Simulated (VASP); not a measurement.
# Mn (Im-3m) in VASP: notebook

Mn is run at these levels: revPBE; tasks: single point, relaxation of cell and atoms.

Everything below comes from runs of VASP 6.6.1. Logs are shortened: lines on timing, memory, paths and dates and some standing lists are left out, and cuts for length are marked.

### 1 The cell of the first run

Symmetry: Im-3m, No. 229, cubic system. Conventional cell: a = 2.799 Å, b = 2.799 Å, c = 2.799 Å, α = 90.00°, β = 90.00°, γ = 90.00°. Mn (site symmetry m-3m) has 14 Mn at 2.42 to 2.80 Å within 3.2 Å.

This isn't the form of Mn at room conditions, which is a 58-atom cubic cell.

### 2 Single point, revPBE

INCAR

```
SYSTEM = Mn
PREC = Accurate ; ENCUT = 520
EDIFF = 1E-7 ; ISMEAR = -1
SIGMA = 0.1 ; LREAL = .FALSE.
LASPH = .TRUE. ; NELM = 80
ALGO = Normal ; ISIF = 2
LWAVE = .FALSE. ; LCHARG = .TRUE.
GGA = RE ; LELF = .TRUE.
LVHAR = .TRUE. ; NBANDS = 12
```

KPOINTS

```
regular mesh
0
G
  15 15 15
  0 0 0
```

POSCAR

```
Mn
1.0
   -1.3994475500      1.3994475500      1.3994475500
    1.3994475500     -1.3994475500      1.3994475500
    1.3994475500      1.3994475500     -1.3994475500
Mn
1
Direct
    0.0000000000      0.0000000000      0.0000000000
```

Potentials or basis: VASP PAW PBE potentials, release 64 (Mn_pv).

Launch:

```bash
$ cat potpaw_PBE.64/Mn_pv/POTCAR > POTCAR
$ mpirun -np 1 vasp_std > vasp.out
```

OUTCAR:

```text
SYSTEM = Mn
   PREC = Accurate
   ENCUT = 520
   EDIFF = 1E-7
   ISMEAR = -1
   LREAL = .FALSE.
   LASPH = .TRUE.
   NELM = 80
   ISIF = 2
   GGA = RE

 ion  position               nearest neighbor table
   1  0.000  0.000  0.000-

  LATTYP: Found a body centered cubic cell.
 ALAT       =     2.7988951000

  Lattice vectors:

 A1 = (  -1.3994475500,   1.3994475500,   1.3994475500)
 A2 = (   1.3994475500,  -1.3994475500,   1.3994475500)
 A3 = (   1.3994475500,   1.3994475500,  -1.3994475500)

Analysis of symmetry for initial positions (statically):
=====================================================================
 Subroutine PRICEL returns:
 Original cell was already a primitive cell.

 Routine SETGRP: Setting up the symmetry group for a
 body centered cubic supercell.

 Subroutine GETGRP returns: Found 48 space group operations
 (whereof 48 operations were pure point group operations)
 out of a pool of 48 trial point group operations.

The static configuration has the point symmetry O_h .

Analysis of symmetry for dynamics (positions and initial velocities):
=====================================================================
 Subroutine PRICEL returns:
 Original cell was already a primitive cell.

 Routine SETGRP: Setting up the symmetry group for a
 body centered cubic supercell.

 Subroutine GETGRP returns: Found 48 space group operations
 (whereof 48 operations were pure point group operations)
 out of a pool of 48 trial point group operations.

The dynamic configuration has the point symmetry O_h .

 Subroutine INISYM returns: Found 48 space group operations
 (whereof 48 operations are pure point group operations),
 and found     1 'primitive' translations

----------------------------------------------------------------------------------------

                                     Primitive cell

  volume of cell :      10.9630

  direct lattice vectors                    reciprocal lattice vectors
    -1.399447550  1.399447550  1.399447550     0.000000000  0.357283844  0.357283844
     1.399447550 -1.399447550  1.399447550     0.357283844  0.000000000  0.357283844
     1.399447550  1.399447550 -1.399447550     0.357283844  0.357283844  0.000000000

  length of vectors
     2.423914259  2.423914259  2.423914259     0.505275658  0.505275658  0.505275658

  position of ions in fractional coordinates (direct lattice)
[... 82 lines left out ...]
   NFREE  =      0    steps in history (QN), initial steepest desc. (CG)
   ISIF   =      2    stress and relaxation
   ISYM   =      2    0-nonsym 1-usesym 2-fastsym
   POTIM  = 0.5000    time-step for ionic-motion
   TEBEG  =    0.0;   TEEND  =   0.0 temperature during run
   PSTRESS=    0.0 pullay stress
   NELECT =      13.0000    total number of electrons
   NUPDOWN=      -1.0000    fix difference up-down
   EMIN   =  10.00;   EMAX   =-10.00  energy-range for DOS
   EFERMI =   0.00;   METHOD = LEGACY
   ISMEAR =    -1;   SIGMA  =   0.10  broadening in eV -4-tet -1-fermi 0-gaus
   EFERMI_NEDOS =   21; number of points for ismear=-14 and -15
   IALGO  =     38    algorithm
   IMIX   =      4    mixing-type and parameters
     AMIX     =   0.40;   BMIX     =  1.00
     AMIX_MAG =   1.60;   BMIX_MAG =  1.00
  volume/ion in A,a.u.               =      10.96        73.98
  Fermi-wavevector in a.u.,A,eV,Ry     =   1.732790  3.274499 40.852336  3.002562
  Thomas-Fermi vector in A             =   2.806900
   LORBIT       =      0    0 simple, 1 ext, 2 COOP (PROOUT), +10 PAW based schemes
   GGA     = RE    functional components
   LHFCALC =     F    Hartree Fock is set to
   AEXX    =    0.0000 exact exchange contribution
   IVDW    =     0    specifies the selected vdW correction
   LEPSILON=     F    determine dielectric tensor
   LRPA    =     F    only Hartree local field effects (RPA)
 non-spin polarized calculation
  energy-cutoff  :      520.00
  volume of cell :       10.96
 maximum number of plane-waves:       321
 NGX is ok and might be reduce to    18
   NGX =  9   NGY =  9   NGZ =  9

 number of electron      13.0000012 magnetization

 Free energy of the ion-electron system (eV)
  ---------------------------------------------------
  ext. energy  EPLUGINS =         0.00000000
  ---------------------------------------------------
  free energy    TOTEN  =        -8.44626723 eV

  energy without entropy =       -8.37143167  energy(sigma->0) =       -8.40884945

 E-fermi :  10.6392     XC(G=0): -13.8138

 val. band max:       10.6364224218   @ k =   0.1333   0.0667   0.0000
 cond. band min:      10.6404025659   @ k =  -0.3333   0.4667   0.2000
 fundamental gap:      0.0039801441
 Fermi energy:        10.6392265109

 k-point     1 :       0.0000    0.0000    0.0000
  band No.  band energies     occupation
      1     -37.4206      2.00000
      2     -37.4206      2.00000
      3     -37.4206      2.00000
      4       2.0804      2.00000
      5       9.0861      2.00000
      6       9.0861      2.00000
      7       9.0861      2.00000
      8      10.9810      0.06346
      9      10.9811      0.06346
     10      34.1876      0.00000
     11      34.1876      0.00000
     12      34.1876      0.00000
[... 331 lines left out ...]
 k-point    24 :       0.4000    0.2000    0.0000
  band No.  band energies     occupation
      1     -38.0437      2.00000
      2     -37.7472      2.00000
      3     -37.4909      2.00000
      4       6.6360      2.00000
      5       7.7650      2.00000
      6       8.9228      2.00000
      7      10.9307      0.10288
      8      11.5112      0.00033
      9      15.5710      0.00000
     10      19.7168      0.00000
     11      24.3335      0.00000
     12      30.6622      0.00000

 [... further k-points ...]

------------------------ aborting loop because EDIFF is reached ----------------------------------------

  FORCE on cell =-STRESS in cart. coord.  units (eV):
  Direction    XX          YY          ZZ          XY          YZ          ZX
  --------------------------------------------------------------------------------------
  -------------------------------------------------------------------------------------
  Total        0.0033976      0.0033976      0.0033976      0.0000000      0.0000000     -0.0000000
  in kB        0.4965356      0.4965356      0.4965356      0.0000000      0.0000000     -0.0000000
  external PRESSURE =       0.4965356 kB  Pullay stress =       0.0000000 kB

 VOLUME and BASIS-vectors are now :
 -----------------------------------------------------------------------------
  energy-cutoff  :      520.00
  volume of cell :       10.96
      direct lattice vectors                 reciprocal lattice vectors
    -1.399447550  1.399447550  1.399447550     0.000000000  0.357283844  0.357283844
     1.399447550 -1.399447550  1.399447550     0.357283844  0.000000000  0.357283844
     1.399447550  1.399447550 -1.399447550     0.357283844  0.357283844  0.000000000

 POSITION                                       TOTAL-FORCE (eV/Angst)
 -----------------------------------------------------------------------------------
      0.00000      0.00000      0.00000         0.000000      0.000000      0.000000
 -----------------------------------------------------------------------------------
    total drift:                                0.000000      0.000000      0.000000

  FREE ENERGIE OF THE ION-ELECTRON SYSTEM (eV)
  ---------------------------------------------------
  free  energy   TOTEN  =        -8.4462672340 eV

  energy  without entropy=       -8.3714316735  energy(sigma->0) =       -8.40884945
```

OSZICAR:

```text
N       E                     dE             d eps       ncg     rms          rms(c)
DAV:   1     0.788801324097E+02    0.78880E+02   -0.78194E+03  2908   0.139E+03
DAV:   2    -0.867892861995E+01   -0.87559E+02   -0.84160E+02  2944   0.315E+02
DAV:   3    -0.100574327820E+02   -0.13785E+01   -0.13738E+01  3156   0.461E+01
DAV:   4    -0.100658223439E+02   -0.83896E-02   -0.83892E-02  3136   0.350E+00
DAV:   5    -0.100659300345E+02   -0.10769E-03   -0.10769E-03  3120   0.395E-01    0.129E+01
DAV:   6    -0.849734838599E+01    0.15686E+01   -0.44250E+00  2924   0.419E+01    0.176E+00
DAV:   7    -0.845580311230E+01    0.41545E-01   -0.14921E-01  2988   0.711E+00    0.891E-01
DAV:   8    -0.844650073393E+01    0.93024E-02   -0.41946E-03  3084   0.107E+00    0.202E-01
DAV:   9    -0.844628756610E+01    0.21317E-03   -0.10934E-03  2948   0.592E-01    0.361E-02
DAV:  10    -0.844626799986E+01    0.19566E-04   -0.14750E-05  3124   0.521E-02    0.189E-03
DAV:  11    -0.844626673693E+01    0.12629E-05   -0.17367E-07  2984   0.569E-03    0.634E-04
DAV:  12    -0.844626730788E+01   -0.57095E-06   -0.83534E-09  1596   0.129E-03    0.940E-05
DAV:  13    -0.844626723402E+01    0.73863E-07   -0.82032E-10  1476   0.486E-04
   1 F= -.84462672E+01 E0= -.84088495E+01  d E =-.748356E-01
```

stdout:

```text
POSCAR found type information on POSCAR Mn
 POSCAR found :  1 types and       1 ions
 scaLAPACK will be used
 -----------------------------------------------------------------------------
|                                                                             |
|                                                                             |
|     You enforced a specific xc type in the INCAR file but a different       |
|     I HOPE YOU KNOW WHAT YOU ARE DOING!                                     |
|                                                                             |
 -----------------------------------------------------------------------------

 LDA part: xc-table for (Slater+PW92), standard interpolation
 POSCAR, INCAR and KPOINTS ok, starting setup
 FFT: planning ... GRIDC
 FFT: planning ... GRID_SOFT
 FFT: planning ... GRID
 WAVECAR not read
 entering main loop
```

Run time: 14 s. Hardware: 1 thread of Intel Xeon Platinum 8259CL at 2.50GHz (Skylake/Cascade Lake), shared host; peak memory 0.13 GiB.

What came out:

```
Free energy            : -8.4463 eV
Pressure               : 0.0 GPa
Band gap on the k mesh : zero (an odd number of electrons rules out a gap without spin polarisation)
```

Caveat: the PAW data sets were made with another functional, which shifts forces and pressure a little; the run has no spin polarisation, though such a crystal can be magnetic. Spin polarisation is off, so any magnetic state and its effect on volume and gap are missing.

### 3 Relaxation of cell and atoms, revPBE

This run uses another cell than the first one, of 11.75 Å³/atom.

INCAR

```
PREC = Accurate
ENCUT = 600
EDIFF = 1E-7
ISMEAR = -1
SIGMA = 0.1
LREAL = False
LASPH = True
NELM = 60
ALGO = Normal
ISIF = 3
LWAVE = False
LCHARG = False
GGA = RE
IBRION = 2
NSW = 80
EDIFFG = -0.01
```

KPOINTS

```
Automatic mesh
0
Gamma
  15 15 15
```

POSCAR

```
Mn
1.0
   -1.4321439648      1.4321439648      1.4321439648
    1.4321439648     -1.4321439648      1.4321439648
    1.4321439648      1.4321439648     -1.4321439648
Mn
1
Direct
    0.0000000000      0.0000000000      0.0000000000
```

Potentials or basis: VASP PAW PBE potentials, release 64 (Mn_pv).

Launch:

```bash
$ cat potpaw_PBE.64/Mn_pv/POTCAR > POTCAR
$ mpirun -np 1 vasp_std > vasp.out
```

OUTCAR:

```text
PREC = Accurate
   ENCUT = 600
   EDIFF = 1E-7
   ISMEAR = -1
   LREAL = False
   LASPH = True
   NELM = 60
   ISIF = 3
   GGA = RE
   IBRION = 2
   NSW = 80
   EDIFFG = -0.01

 ion  position               nearest neighbor table
   1  0.000  0.000  0.000-

  LATTYP: Found a body centered cubic cell.
 ALAT       =     2.8642879296

  Lattice vectors:

 A1 = (  -1.4321439648,   1.4321439648,   1.4321439648)
 A2 = (   1.4321439648,  -1.4321439648,   1.4321439648)
 A3 = (   1.4321439648,   1.4321439648,  -1.4321439648)

Analysis of symmetry for initial positions (statically):
=====================================================================
 Subroutine PRICEL returns:
 Original cell was already a primitive cell.

 Routine SETGRP: Setting up the symmetry group for a
 body centered cubic supercell.

 Subroutine GETGRP returns: Found 48 space group operations
[... 174 lines left out ...]
      1     -38.3950      2.00000
      2     -38.3950      2.00000
      3     -38.3950      2.00000
      4       1.4613      2.00000
      5       8.2619      2.00000
      6       8.2619      2.00000
      7       8.2619      2.00000
      8       9.9900      0.08004
      9       9.9900      0.08004
     10      32.6497      0.00000
[... 403 lines left out ...]
--------------------------------------- Ionic step        4  -------------------------------------------

 number of electron      13.0000012 magnetization

 Free energy of the ion-electron system (eV)
  ---------------------------------------------------
  ext. energy  EPLUGINS =         0.00000000
  ---------------------------------------------------
  free energy    TOTEN  =        -8.44657844 eV

  energy without entropy =       -8.37171958  energy(sigma->0) =       -8.40914901

 E-fermi :  10.6356     XC(G=0): -13.8123

 val. band max:       10.6328385829   @ k =   0.1333   0.0667  -0.0000
 cond. band min:      10.6367271994   @ k =  -0.3333   0.4667   0.2000
 fundamental gap:      0.0038886165
 Fermi energy:        10.6355826814

 k-point     1 :       0.0000    0.0000    0.0000
  band No.  band energies     occupation
      1     -37.4243      2.00000
      2     -37.4243      2.00000
      3     -37.4243      2.00000
      4       2.0781      2.00000
      5       9.0830      2.00000
      6       9.0830      2.00000
      7       9.0830      2.00000
      8      10.9773      0.06350
      9      10.9773      0.06350
     10      34.1821      0.00000
[... 327 lines left out ...]
  FREE ENERGIE OF THE ION-ELECTRON SYSTEM (eV)
  ---------------------------------------------------
  free  energy   TOTEN  =        -8.4465784437 eV

  energy  without entropy=       -8.3717195821  energy(sigma->0) =       -8.40914901

 reached required accuracy - stopping structural energy minimisation
```

OSZICAR:

```text
N       E                     dE             d eps       ncg     rms          rms(c)
DAV:   1     0.808209275279E+02    0.80821E+02   -0.89092E+03  2400   0.181E+03
DAV:   2    -0.874593311408E+01   -0.89567E+02   -0.87020E+02  2414   0.359E+02
DAV:   3    -0.100797745638E+02   -0.13338E+01   -0.13191E+01  2532   0.541E+01
[... 37 lines left out ...]
DAV:   3    -0.844658372659E+01    0.34439E-04   -0.10789E-04  2424   0.196E-01    0.205E-02
DAV:   4    -0.844657927688E+01    0.44497E-05   -0.86908E-06  2492   0.449E-02    0.228E-03
DAV:   5    -0.844657897848E+01    0.29841E-06   -0.12320E-07  1942   0.547E-03    0.137E-03
DAV:   6    -0.844657844650E+01    0.53198E-06   -0.77482E-09  1200   0.136E-03    0.555E-05
DAV:   7    -0.844657844368E+01    0.28137E-08   -0.87644E-10  1200   0.469E-04
   4 F= -.84465784E+01 E0= -.84091490E+01  d E =-.407282E-01
```

CONTCAR:

```text
Mn
   1.00000000000000
    -1.3995595074358114    1.3995595074358114    1.3995595074358114
     1.3995595074358114   -1.3995595074358114    1.3995595074358114
     1.3995595074358114    1.3995595074358114   -1.3995595074358114
  Mn
     1
Direct
     1.0000000000000000    1.0000000000000000    1.0000000000000000

  0.00000000E+00  0.00000000E+00  0.00000000E+00
```

Wall time 49 s (1 thread of Intel Xeon Platinum 8259CL at 2.50GHz (Skylake/Cascade Lake), shared host); peak memory 0.14 GiB.

What came out:

* Free energy: -8.4466 eV
* Relaxed volume: 10.97 Å³/atom
* Relaxed cell: a = 2.424 Å, b = 2.424 Å, c = 2.424 Å, α = 109.47°, β = 109.47°, γ = 109.47°
* Space group after relaxing (to 0.1 Å): Im-3m (No. 229)
* Energy gained by relaxing: 40.7 meV/atom
* Ionic steps: 4
* Pressure after relaxing: -0.1 GPa
* Band gap on the k mesh: zero (an odd number of electrons rules out a gap without spin polarisation)

The path:
| step | energy change (eV) | largest force (eV/Å) | pressure (GPa) | volume (Å³) |
| --- | --- | --- | --- | --- |
| 1 | 0.0000 | 0.0000 | -15.52 | 11.75 |
| 2 | 0.0573 | 0.0000 | 33.01 | 9.92 |
| 3 | -0.0407 | 0.0000 | -0.46 | 10.98 |
| 4 | -0.0407 | 0.0000 | -0.06 | 10.97 |

Final structure:
```
Mn
1.0
    -1.39956    1.39956    1.39956
     1.39956   -1.39956    1.39956
     1.39956    1.39956   -1.39956
Mn
1
Direct
  0.00000 0.00000 0.00000
```

Levels at points of the mesh, in eV from the Fermi level:
```tsv
k point	band 2	band 3	band 4	band 5	band 6	band 7	band 8	band 9	band 10
(0.00, 0.00, 0.00)	-48.06	-48.06	-8.56	-1.55	-1.55	-1.55	0.34	0.34	23.55
```

Caveat: the PAW data sets were made with another functional, which shifts forces and pressure a little; the run has no spin polarisation, though such a crystal can be magnetic. Spin polarisation is off, so any magnetic state and its effect on volume and gap are missing.

### 4 Single point, revPBE

INCAR

```
ALGO = Normal ; EDIFF = 1E-6
ENCUT = 520 ; GGA = RE
ISIF = 2 ; ISMEAR = -1
LASPH = T ; LCHARG = F
LREAL = F ; LWAVE = F
NBANDS = 12 ; NELM = 80
PREC = Accurate ; SIGMA = 0.1
```

KPOINTS

```
k-points
0
Gamma
  26 26 26
```

POSCAR

```
Mn
1.0
   -1.3994475500      1.3994475500      1.3994475500
    1.3994475500     -1.3994475500      1.3994475500
    1.3994475500      1.3994475500     -1.3994475500
Mn
1
Direct
    0.0000000000      0.0000000000      0.0000000000
```

Launch:

```bash
$ cat potpaw_PBE.64/Mn_pv/POTCAR > POTCAR
$ mpirun -np 1 vasp_std > vasp.out
```

Run time: 48 s. Hardware: 1 thread of Intel Xeon Platinum 8259CL at 2.50GHz (Skylake/Cascade Lake), shared host; peak memory 0.18 GiB.

The run converged. Its results:

| Item | Value |
| --- | --- |
| Free energy | -8.4473 eV |
| Pressure | -0.1 GPa |
| Band gap on the k mesh | zero (an odd number of electrons rules out a gap without spin polarisation) |

Levels at points of the mesh, in eV from the Fermi level:
```tsv
k point	band 3	band 4	band 5	band 6	band 7	band 8	band 9	band 10
(0.00, 0.00, 0.00)	-48.06	-8.56	-1.55	-1.55	-1.55	0.34	0.34	23.55
(0.50, 0.00, 0.00)	-48.06	-4.85	-2.97	0.33	0.61	0.63	1.86	9.08
(0.50, 0.50, 0.50)	-48.56	-4.66	-4.66	1.51	1.51	1.51	10.45	10.45
```

Caveat: the PAW data sets were made with another functional, which shifts forces and pressure a little; the run has no spin polarisation, though such a crystal can be magnetic. Spin polarisation is off, so any magnetic state and its effect on volume and gap are missing.

### 5 The runs side by side

```csv
task,cell,k mesh,cutoff (eV),gap on the mesh (eV),pressure (GPa)
single point,"a = 2.424 Å, angles 109.5°, 1 atom",15 × 15 × 15,520,none,0.0
relaxation of cell and atoms,"relaxed from a = 2.481 Å, angles 109.5°, 1 atom",15 × 15 × 15,600,none,-0.1
single point,"a = 2.424 Å, angles 109.5°, 1 atom",26 × 26 × 26,520,none,-0.1
```

Alike in all rows: level revPBE; potentials or basis VASP PAW PBE potentials, release 64 (Mn_pv); no spin polarisation; smearing fermi-dirac 0.1 eV.

Caveats: the PAW data sets were made with another functional, which shifts forces and pressure a little; the run has no spin polarisation, though such a crystal can be magnetic.

Total energies depend on the potentials used, so only differences within one code and one set of settings carry meaning.
